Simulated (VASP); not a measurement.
# Li2S (Fm-3m) in VASP: further runs

Li2S is run at these levels: r2SCAN; tasks: single point.

Everything below comes from runs of VASP 6.6.1. Logs are shortened: lines on timing, memory, paths and dates and some standing lists are left out, and cuts for length are marked.

### 1 The cell of the first run

Symmetry: Fm-3m, No. 225, cubic system. The conventional cell has a = 5.608 Å, b = 5.608 Å, c = 5.608 Å, α = 90.00°, β = 90.00°, γ = 90.00°. Li (site symmetry -43m) has 4 S at 2.43 Å and 6 Li at 2.80 Å within 3.2 Å. Within 3.2 Å of S (site symmetry m-3m) lie 8 Li at 2.43 Å.

### 2 Single point, r2SCAN

POSCAR reads:

```
Li2S
1.0
    2.8037580061      2.8037580061      0.0000000000
   -2.8037580061      2.8037580061      0.0000000000
    0.0000000000      2.8037580061      2.8037580061
Li S
2 1
Direct
    0.2500000000      0.7500000000      0.5000000000
    0.7500000000      0.2500000000      0.5000000000
    0.0000000000      0.0000000000      0.0000000000
```

INCAR.step1 reads:

```
ALGO = Normal
EDIFF = 1E-5
ENCUT = 830
GGA = PE
GGA_COMPAT = False
ISMEAR = 0
LASPH = True
LCHARG = False
LREAL = False
LWAVE = True
NBANDS = 13
NELM = 120
PREC = Accurate
SIGMA = 0.01
```

INCAR.step2 reads:

```
ALGO = Normal
EDIFF = 1E-6
ENCUT = 830
GGA_COMPAT = False
ISIF = 2
ISMEAR = 0
ISTART = 1
LASPH = True
LCHARG = False
LMIXTAU = True
LREAL = False
LWAVE = False
METAGGA = R2SCAN
NBANDS = 13
NELM = 120
PREC = Accurate
SIGMA = 0.01
```

KPOINTS reads:

```
k-points
0
Gamma
  8 8 8
```

Potentials or basis: VASP PAW PBE potentials, release 64 (Li_sv, S).

Launch:

```sh
> cat potpaw_PBE.64/Li_sv/POTCAR potpaw_PBE.64/S/POTCAR > POTCAR
> cp INCAR.step1 INCAR
> mpirun -np 1 vasp_std > vasp.out
> cp INCAR.step2 INCAR
> mpirun -np 1 vasp_std > vasp.out
```

OUTCAR:

```text
EDIFF = 1E-6
   ENCUT = 830
   ISIF = 2
   ISMEAR = 0
   ISTART = 1
   LASPH = True
   LREAL = False
   METAGGA = R2SCAN
   NELM = 120
   PREC = Accurate

 ion  position               nearest neighbor table
   1  0.250  0.750  0.500-   3 2.43   3 2.43   3 2.43   3 2.43
   2  0.750  0.250  0.500-   3 2.43   3 2.43   3 2.43   3 2.43
   3  0.000  0.000  0.000-   2 2.43   1 2.43   1 2.43   2 2.43   1 2.43   2 2.43   2 2.43   1 2.43

  LATTYP: Found a face centered cubic cell.
 ALAT       =     5.6075160122

  Lattice vectors:

 A1 = (   0.0000000000,   2.8037580061,   2.8037580061)
 A2 = (   2.8037580061,   0.0000000000,   2.8037580061)
 A3 = (   2.8037580061,   2.8037580061,   0.0000000000)

Analysis of symmetry for initial positions (statically):
=====================================================================
 Subroutine PRICEL returns:
 Original cell was already a primitive cell.

 Routine SETGRP: Setting up the symmetry group for a
 face centered cubic supercell.

 Subroutine GETGRP returns: Found 48 space group operations
 (whereof 48 operations were pure point group operations)
 out of a pool of 48 trial point group operations.

The static configuration has the point symmetry O_h .

Analysis of symmetry for dynamics (positions and initial velocities):
=====================================================================
 Subroutine PRICEL returns:
 Original cell was already a primitive cell.

 Routine SETGRP: Setting up the symmetry group for a
 face centered cubic supercell.

 Subroutine GETGRP returns: Found 48 space group operations
 (whereof 48 operations were pure point group operations)
 out of a pool of 48 trial point group operations.

The dynamic configuration has the point symmetry O_h .

 Subroutine INISYM returns: Found 48 space group operations
 (whereof 48 operations are pure point group operations),
 and found     1 'primitive' translations

----------------------------------------------------------------------------------------

                                     Primitive cell

  volume of cell :      44.0810

  direct lattice vectors                    reciprocal lattice vectors
     2.803758006  2.803758006  0.000000000     0.178332081  0.178332081 -0.178332081
    -2.803758006  2.803758006  0.000000000    -0.178332081  0.178332081 -0.178332081
     0.000000000  2.803758006  2.803758006     0.000000000  0.000000000  0.356664162

  length of vectors
     3.965112598  3.965112598  3.965112598     0.308880225  0.308880225  0.356664162

  position of ions in fractional coordinates (direct lattice)
     0.250000000  0.750000000  0.500000000
     0.750000000  0.250000000  0.500000000
     0.000000000  0.000000000  0.000000000

  ion indices of the primitive-cell ions
   primitive index   ion index
                 1           1
                 2           2
                 3           3

----------------------------------------------------------------------------------------

 KPOINTS: k-points

Automatic generation of k-mesh.
 Grid dimensions read from file:
 generate k-points for:    8    8    8

 Generating k-lattice:

  Cartesian coordinates                     Fractional coordinates (reciprocal lattice)
     0.022291510  0.022291510 -0.022291510     0.125000000  0.000000000  0.000000000
    -0.022291510  0.022291510 -0.022291510     0.000000000  0.125000000  0.000000000
     0.000000000  0.000000000  0.044583020     0.000000000  0.000000000  0.125000000

  Length of vectors
     0.038610028  0.038610028  0.044583020

  Shift w.r.t. Gamma in fractional coordinates (k-lattice)
     0.000000000  0.000000000  0.000000000

 Subroutine IBZKPT returns following result:
 ===========================================

 Found     29 irreducible k-points:

 Following reciprocal coordinates:
            Coordinates               Weight
  0.000000  0.000000  0.000000      1.000000
  0.125000  0.000000  0.000000      8.000000
  0.250000  0.000000  0.000000      8.000000
  0.375000  0.000000  0.000000      8.000000
  0.500000  0.000000  0.000000      4.000000
[... 45 lines left out ...]
 cond. band min:       5.3170970438   @ k =   0.5000   0.5000   0.0000
 fundamental gap:      3.8279198787
 Fermi energy:         1.6567577879

 k-point     1 :       0.0000    0.0000    0.0000
  band No.  band energies     occupation
      1     -44.0304      2.00000
      2     -43.9808      2.00000
      3     -10.1212      2.00000
      4       1.4892      2.00000
      5       1.4892      2.00000
      6       1.4892      2.00000
      7       6.7842      0.00000
      8       8.4147      0.00000
      9       8.4147      0.00000
     10       8.4147      0.00000
     11      13.3687      0.00000
     12      13.3687      0.00000
     13      15.1707      0.00000

 k-point     2 :       0.1250    0.0000    0.0000
  band No.  band energies     occupation
      1     -44.0284      2.00000
      2     -43.9826      2.00000
      3     -10.0590      2.00000
      4       0.8787      2.00000
      5       1.3954      2.00000
      6       1.3954      2.00000
      7       7.2003      0.00000
      8       8.6701      0.00000
      9       8.6701      0.00000
     10       8.8291      0.00000
     11      12.4681      0.00000
     12      12.4681      0.00000
     13      15.3412      0.00000

 k-point     3 :       0.2500    0.0000    0.0000
  band No.  band energies     occupation
      1     -44.0226      2.00000
      2     -43.9876      2.00000
      3      -9.8991      2.00000
      4      -0.2716      2.00000
      5       1.1917      2.00000
      6       1.1917      2.00000
      7       7.8619      0.00000
      8       8.9958      0.00000
      9       8.9958      0.00000
     10       9.8116      0.00000
     11      12.1412      0.00000
     12      12.1412      0.00000
     13      15.8549      0.00000
[... 305 lines left out ...]
 k-point    23 :       0.3750    0.2500    0.1250
  band No.  band energies     occupation
      1     -44.0121      2.00000
      2     -43.9968      2.00000
      3      -9.6332      2.00000
      4      -0.9826      2.00000
      5       0.1959      2.00000
      6       0.6832      2.00000
      7       7.8601      0.00000
      8       9.1690      0.00000
      9      10.3969      0.00000
     10      10.8711      0.00000
     11      12.5408      0.00000
     12      15.1822      0.00000
     13      16.3804      0.00000

 k-point    24 :       0.5000    0.2500    0.1250
  band No.  band energies     occupation
      1     -44.0043      2.00000
      2     -44.0043      2.00000
      3      -9.5693      2.00000
      4      -1.2361      2.00000
      5       0.1819      2.00000
      6       0.5218      2.00000
      7       7.9420      0.00000
      8       9.0593      0.00000
      9      10.8080      0.00000
     10      11.4876      0.00000
     11      12.9328      0.00000
     12      14.4283      0.00000
     13      16.0353      0.00000

 [... further k-points ...]

------------------------ aborting loop because EDIFF is reached ----------------------------------------

  FORCE on cell =-STRESS in cart. coord.  units (eV):
  Direction    XX          YY          ZZ          XY          YZ          ZX
  --------------------------------------------------------------------------------------
  -------------------------------------------------------------------------------------
  Total        0.5158789      0.5158789      0.5158789      0.0000000      0.0000000      0.0000000
  in kB       18.7502381     18.7502381     18.7502381      0.0000000      0.0000000      0.0000000
  external PRESSURE =      18.7502381 kB  Pullay stress =       0.0000000 kB

 VOLUME and BASIS-vectors are now :
 -----------------------------------------------------------------------------
  energy-cutoff  :      830.00
  volume of cell :       44.08
      direct lattice vectors                 reciprocal lattice vectors
     2.803758006  2.803758006  0.000000000     0.178332081  0.178332081 -0.178332081
    -2.803758006  2.803758006  0.000000000    -0.178332081  0.178332081 -0.178332081
     0.000000000  2.803758006  2.803758006     0.000000000  0.000000000  0.356664162

 POSITION                                       TOTAL-FORCE (eV/Angst)
 -----------------------------------------------------------------------------------
     -1.40188      4.20564      1.40188         0.000000      0.000000     -0.000000
      1.40188      4.20564      1.40188         0.000000     -0.000000      0.000000
      0.00000      0.00000      0.00000        -0.000000     -0.000000      0.000000
 -----------------------------------------------------------------------------------
    total drift:                                0.000000      0.000000     -0.000000

  FREE ENERGIE OF THE ION-ELECTRON SYSTEM (eV)
  ---------------------------------------------------
  free  energy   TOTEN  =       -17.3737302931 eV

  energy  without entropy=      -17.3737302931  energy(sigma->0) =      -17.37373029
```

Run time: 7.4 min. Hardware: 1 thread of Oxide Virtual Turin-like, shared host; peak memory 0.21 GiB.

What came out:

- Free energy: -17.3737 eV
- Pressure: 1.9 GPa
- Band gap on the k mesh: 3.83 eV (least direct gap 5.29 eV)

Caveat: the PAW data sets were made with another functional, which shifts forces and pressure a little. A k mesh can miss the band edges.

### 3 Single point, r2SCAN

This run uses another cell than the first one, of 15.34 Å³/atom.

POSCAR reads:

```
Li2S
1.0
    2.8445000000      2.8445000000      0.0000000000
   -2.8445000000      2.8445000000      0.0000000000
    0.0000000000      2.8445000000      2.8445000000
Li S
2 1
Direct
    0.2500000000      0.7500000000      0.5000000000
    0.7500000000      0.2500000000      0.5000000000
    0.0000000000      0.0000000000      0.0000000000
```

INCAR.step1 reads:

```
SYSTEM = Li2S
PREC     = Accurate       ! precision mode
ENCUT    = 830            ! plane-wave cutoff, eV
ISMEAR   = 0              ! smearing method
SIGMA    = 0.01           ! smearing width, eV
LREAL    = .FALSE.        ! projectors in reciprocal space
LASPH    = .TRUE.         ! aspherical terms in the spheres
NELM     = 120            ! most SCF steps
NBANDS   = 13             ! bands
GGA      = PE             ! functional
ALGO     = Normal         ! electronic algorithm
EDIFF    = 1E-5           ! SCF threshold, eV
LWAVE    = .TRUE.         ! write WAVECAR
LCHARG   = .FALSE.        ! write CHGCAR
GGA_COMPAT= .FALSE.
```

INCAR.step2 reads:

```
SYSTEM = Li2S
PREC     = Accurate       ! precision mode
ENCUT    = 830            ! plane-wave cutoff, eV
EDIFF    = 1E-6           ! SCF threshold, eV
ISMEAR   = 0              ! smearing method
SIGMA    = 0.01           ! smearing width, eV
LREAL    = .FALSE.        ! projectors in reciprocal space
LASPH    = .TRUE.         ! aspherical terms in the spheres
NELM     = 120            ! most SCF steps
ALGO     = Normal         ! electronic algorithm
ISIF     = 2              ! what is computed and relaxed
LWAVE    = .FALSE.        ! write WAVECAR
LCHARG   = .TRUE.         ! write CHGCAR
METAGGA  = R2SCAN         ! meta-GGA
LMIXTAU  = .TRUE.       
LELF     = .TRUE.         ! ELF
LVHAR    = .TRUE.       
NBANDS   = 13             ! bands
ISTART   = 1            
GGA_COMPAT= .FALSE.
```

KPOINTS reads:

```
Automatic mesh
0
G
  8 8 8
  0 0 0
```

Potentials or basis: VASP PAW PBE potentials, release 64 (Li_sv, S).

Launch:

```sh
> cat potpaw_PBE.64/Li_sv/POTCAR potpaw_PBE.64/S/POTCAR > POTCAR
> cp INCAR.step1 INCAR
> mpirun -np 1 vasp_std > vasp.out
> cp INCAR.step2 INCAR
> mpirun -np 1 vasp_std > vasp.out
```

Wall time 9.3 min (1 thread of Oxide Virtual Turin-like, shared host); peak memory 0.23 GiB.

Results (log left out):

* Free energy: -17.3841 eV
* Pressure: -0.2 GPa
* Band gap on the k mesh: 3.86 eV (least direct gap 5.06 eV)

Levels at points of the mesh, in eV from the valence-band top:
```tsv
k point	band 4	band 5	band 6	band 7	band 8	band 9
(0.00, 0.00, 0.00)	0.00	0.00	0.00	5.06	6.91	6.91
(0.50, 0.00, 0.00)	-2.89	-0.51	-0.51	6.98	7.19	7.19
(0.50, 0.50, 0.00)	-2.16	-1.44	-1.44	3.86	7.90	12.17
```

Caveat: the PAW data sets were made with another functional, which shifts forces and pressure a little.

### 4 Single point, r2SCAN

This run uses another cell than the first one, of 16.18 Å³/atom.

POSCAR reads:

```
Li2S
1.0
    2.8952810010      2.8952810010      0.0000000000
   -2.8952810010      2.8952810010      0.0000000000
    0.0000000000      2.8952810010      2.8952810010
Li S
2 1
Direct
    0.2500000000      0.7500000000      0.5000000000
    0.7500000000      0.2500000000      0.5000000000
    0.0000000000      0.0000000000      0.0000000000
```

INCAR.step1 reads:

```
SYSTEM = Li2S
PREC = Accurate
ENCUT = 830
ISMEAR = 0
SIGMA = 0.01
LREAL = .False.
LASPH = .True.
NELM = 120
NBANDS = 13
GGA = PE
ALGO = Normal
EDIFF = 1E-5
LWAVE = .True.
LCHARG = .False.
GGA_COMPAT = .False.
```

INCAR.step2 reads:

```
SYSTEM = Li2S
PREC = Accurate
ENCUT = 830
EDIFF = 1E-6
ISMEAR = 0
SIGMA = 0.01
LREAL = .False.
LASPH = .True.
NELM = 120
ALGO = Normal
ISIF = 2
LWAVE = .False.
LCHARG = .True.
METAGGA = R2SCAN
LMIXTAU = .True.
LELF = .True.
LVHAR = .True.
NBANDS = 13
ISTART = 1
GGA_COMPAT = .False.
```

KPOINTS reads:

```
regular mesh
0
Gamma
  8 8 8
  0 0 0
```

Launch:

```sh
> cat potpaw_PBE.64/Li_sv/POTCAR potpaw_PBE.64/S/POTCAR > POTCAR
> cp INCAR.step1 INCAR
> mpirun -np 1 vasp_std > vasp.out
> cp INCAR.step2 INCAR
> mpirun -np 1 vasp_std > vasp.out
```

Wall time 7.4 min (1 thread of Oxide Virtual Turin-like, shared host); peak memory 0.22 GiB.

It converged, with:

```
Free energy            : -17.3651 eV
Pressure               : -2.2 GPa
Band gap on the k mesh : 3.88 eV (least direct gap 4.77 eV)
```

Levels at points of the mesh, in eV from the valence-band top:
```tsv
k point	band 2	band 3	band 4	band 5	band 6	band 7	band 8	band 9	band 10	band 11
(0.00, 0.00, 0.00)	-45.67	-11.35	0.00	0.00	0.00	4.77	6.88	6.88	6.88	11.63
(0.50, 0.00, 0.00)	-45.68	-10.95	-2.72	-0.47	-0.47	6.72	7.16	7.16	8.86	13.53
(0.50, 0.50, 0.00)	-45.68	-10.83	-2.05	-1.34	-1.34	3.88	7.75	11.77	11.77	12.77
```

Caveat: the PAW data sets were made with another functional, which shifts forces and pressure a little. A k mesh can miss the band edges.

### 5 Single point, r2SCAN

This run uses another cell than the first one, of 16.18 Å³/atom.

POSCAR is that of step 4.

INCAR.step1 reads:

```
PREC = Accurate
ENCUT = 830
ISMEAR = 0
SIGMA = 0.01
LREAL = False
LASPH = True
NELM = 120
NBANDS = 13
GGA = PE
ALGO = Normal
EDIFF = 1E-5
LWAVE = True
LCHARG = False
GGA_COMPAT = False
```

INCAR.step2 reads:

```
PREC = Accurate
ENCUT = 830
EDIFF = 1E-6
ISMEAR = 0
SIGMA = 0.01
LREAL = False
LASPH = True
NELM = 120
ALGO = Normal
ISIF = 2
LWAVE = False
LCHARG = True
METAGGA = R2SCAN
LMIXTAU = True
LELF = True
LVHAR = True
NBANDS = 13
ISTART = 1
GGA_COMPAT = False
```

KPOINTS reads:

```
regular mesh
0
Gamma
  8 8 8
```

Launch:

```sh
> cat potpaw_PBE.64/Li_sv/POTCAR potpaw_PBE.64/S/POTCAR > POTCAR
> cp INCAR.step1 INCAR
> mpirun -np 1 vasp_std > vasp.out
> cp INCAR.step2 INCAR
> mpirun -np 1 vasp_std > vasp.out
```

Wall time 7.1 min (1 thread of Oxide Virtual Turin-like, shared host); peak memory 0.22 GiB.

The run converged. Its results:

| Quantity | Value |
| --- | --- |
| Free energy | -17.3651 eV |
| Pressure | -2.2 GPa |
| Band gap on the k mesh | 3.88 eV (least direct gap 4.77 eV) |

Levels at points of the mesh, in eV from the valence-band top:
| k point | band 3 | band 4 | band 5 | band 6 | band 7 | band 8 | band 9 | band 10 |
| --- | --- | --- | --- | --- | --- | --- | --- | --- |
| (0.00, 0.00, 0.00) | -11.35 | 0.00 | 0.00 | 0.00 | 4.77 | 6.88 | 6.88 | 6.88 |
| (0.50, 0.00, 0.00) | -10.95 | -2.72 | -0.47 | -0.47 | 6.72 | 7.16 | 7.16 | 8.86 |
| (0.50, 0.50, 0.00) | -10.83 | -2.05 | -1.34 | -1.34 | 3.88 | 7.75 | 11.77 | 11.77 |

Caveat: the PAW data sets were made with another functional, which shifts forces and pressure a little. r2SCAN opens gaps a little over a GGA but as a rule still falls short of measured ones.

### 6 Single point, r2SCAN

This run uses another cell than the first one, of 15.34 Å³/atom.

POSCAR reads:

```
Li2S
1.0
    2.8445000000      2.8445000000      0.0000000000
   -2.8445000000      2.8445000000      0.0000000000
    0.0000000000      2.8445000000      2.8445000000
Li S
2 1
Direct
    0.2500000000      0.7500000000      0.5000000000
    0.7500000000      0.2500000000      0.5000000000
    0.0000000000      0.0000000000      0.0000000000
```

INCAR.step1 reads:

```
PREC = Accurate ; ENCUT = 830
ISMEAR = -1 ; SIGMA = 0.1
LREAL = False ; LASPH = True
NELM = 120 ; NBANDS = 13
GGA = PE ; ALGO = Normal
EDIFF = 1E-5 ; LWAVE = True
LCHARG = False ; GGA_COMPAT = False
```

INCAR.step2 reads:

```
PREC = Accurate ; ENCUT = 830
EDIFF = 1E-6 ; ISMEAR = -1
SIGMA = 0.1 ; LREAL = False
LASPH = True ; NELM = 120
ALGO = Normal ; ISIF = 2
LWAVE = False ; LCHARG = True
METAGGA = R2SCAN ; LMIXTAU = True
LELF = True ; LVHAR = True
NBANDS = 13 ; ISTART = 1
GGA_COMPAT = False
```

KPOINTS reads:

```
regular mesh
0
Gamma
  12 12 12
```

Potentials or basis: VASP PAW PBE potentials, release 64 (Li_sv, S).

Launch:

```sh
> cat potpaw_PBE.64/Li_sv/POTCAR potpaw_PBE.64/S/POTCAR > POTCAR
> cp INCAR.step1 INCAR
> mpirun -np 1 vasp_std > vasp.out
> cp INCAR.step2 INCAR
> mpirun -np 1 vasp_std > vasp.out
```

It took 13 min on 1 thread of Oxide Virtual Turin-like, shared host; peak memory 0.25 GiB.

Results (log left out):

- Free energy: -17.3838 eV
- Pressure: -0.5 GPa
- Band gap on the k mesh: 3.86 eV (least direct gap 5.05 eV)

Levels at points of the mesh, in eV from the valence-band top:
```
           k point  band 3  band 4  band 5  band 6  band 7  band 8  band 9  band 10
(0.00, 0.00, 0.00)  -11.49    0.00    0.00    0.00    5.05    6.91    6.91     6.91
(0.50, 0.00, 0.00)  -11.05   -2.89   -0.51   -0.51    6.97    7.19    7.19     9.14
(0.50, 0.50, 0.00)  -10.92   -2.16   -1.44   -1.44    3.86    7.89   12.17    12.17
```

Caveat: the PAW data sets were made with another functional, which shifts forces and pressure a little. A k mesh can miss the band edges.

### 7 Summary

```tsv
cell	k mesh	smearing	gap on the mesh (eV)	pressure (GPa)
a = 3.965 Å, angles 60.0, 60.0, 90.0°, 3 atoms	8 × 8 × 8	gaussian 0.01 eV	3.83	1.9
a = 4.023 Å, angles 60.0, 60.0, 90.0°, 3 atoms	8 × 8 × 8	gaussian 0.01 eV	3.86	-0.2
a = 4.095 Å, angles 60.0, 60.0, 90.0°, 3 atoms	8 × 8 × 8	gaussian 0.01 eV	3.88	-2.2
a = 4.023 Å, angles 60.0, 60.0, 90.0°, 3 atoms	12 × 12 × 12	fermi-dirac 0.1 eV	3.86	-0.5
```

Alike in all rows: task single point; level r2SCAN; potentials or basis VASP PAW PBE potentials, release 64 (Li_sv, S); no spin polarisation; cutoff (eV) 830.

Caveats: the PAW data sets were made with another functional, which shifts forces and pressure a little.

Total energies depend on the potentials used, so only differences within one code and one set of settings carry meaning.
